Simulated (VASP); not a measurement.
A run of VASP 6.6.1:

The input INCAR:

```
  PREC = Accurate
  ENCUT = 520
  EDIFF = 1E-6
  ISMEAR = -1
  SIGMA = 0.08
  LREAL = F
  LASPH = T
  NELM = 60
  ALGO = Normal
  ISIF = 2
  LWAVE = F
  LCHARG = T
  GGA = PS
  LELF = T
  LVHAR = T
  NBANDS = 8
```

The input KPOINTS:

```
regular mesh
0
Gamma
  16 16 16
```

POSCAR

```
Al
1.0
    2.2135703432      0.0000000000      0.0000000000
    0.0000000000      2.2135703432      0.0000000000
    0.0000000000      0.0000000000      2.2135703432
Al
1
Direct
    0.0000000000      0.0000000000      0.0000000000
```

Potentials or basis: VASP PAW PBE potentials, release 64 (Al).

Launch:

```console
$ cat potpaw_PBE.64/Al/POTCAR > POTCAR
$ mpirun -np 1 vasp_std > vasp.out
```

Hardware: 1 thread of AMD EPYC 7R43 64-Core Processor (Zen 3), on a shared host.

**Question.** How long does it take, and how much memory?

**Answer.** It took 10 s on 1 thread of AMD EPYC 7R43 64-Core Processor (Zen 3) (shared host), peak memory 0.08 GiB. Counts: scf iterations 10, k points 165.
